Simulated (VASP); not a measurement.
Wanted: the native input for a VASP 6.6.1 run.

```yaml
Task: single point
Functional: PBE
Potentials_or_basis: VASP PAW PBE potentials, release 64 (Ba_sv, Ti_sv, O_h)
Cutoff: 1340 eV
k_mesh: 8 × 8 × 8
Occupations: fermi-dirac, width 0.02 eV
Spin: no spin polarisation
Dipole_correction: no
Further_INCAR_settings: ALGO = Normal; EDIFF = 1e-06; NBANDS = 28
```

The structure of BaTiO3 lies in POSCAR:

```
BaTiO3
1.0
    4.0060000000      0.0000000000      0.0000000000
    0.0000000000      4.0060000000      0.0000000000
    0.0000000000      0.0000000000      4.1261800000
Ba Ti O
1 1 3
Direct
    0.5000000000      0.5000000000      0.5000000000
    0.0000000000      0.0000000000      0.0000000000
    0.5000000000      0.0000000000      0.0000000000
    0.0000000000      0.5000000000      0.0000000000
    0.0000000000      0.0000000000      0.5000000000
```

This cell differs from its parent crystal: z stretched by +3 %, then relaxed in part.

One way to write it, as run:

INCAR

```
SYSTEM = BaTiO3
PREC = Accurate
ENCUT = 1340
EDIFF = 1E-6
ISMEAR = -1
SIGMA = 0.02
LREAL = .False.
LASPH = .True.
NELM = 120
ALGO = Normal
ISIF = 2
LWAVE = .False.
LCHARG = .False.
GGA = PE
NBANDS = 28
GGA_COMPAT = .False.
```

KPOINTS

```
Automatic mesh
0
Gamma
  8 8 8
  0 0 0
```

Potentials or basis: VASP PAW PBE potentials, release 64 (Ba_sv, Ti_sv, O_h).

The run is started by

```bash
$ cat potpaw_PBE.64/Ba_sv/POTCAR potpaw_PBE.64/Ti_sv/POTCAR potpaw_PBE.64/O_h/POTCAR > POTCAR
$ mpirun -np 1 vasp_std > vasp.out
```

Results of the run:

```yaml
Pressure: -1.5 GPa
Band_gap_on_the_k_mesh: 1.63 eV (least direct gap 1.83 eV)
```

Caveat: the cell differs from its parent crystal (z stretched by +3 %, then relaxed in part); spin-orbit coupling is left out, which moves the levels of the heavy elements.

It took 7.8 min on 1 thread of Intel(R) Xeon(R) Platinum 8259CL CPU @ 2.50GHz (Skylake/Cascade Lake), with other jobs on the host, peak memory 0.74 GiB.
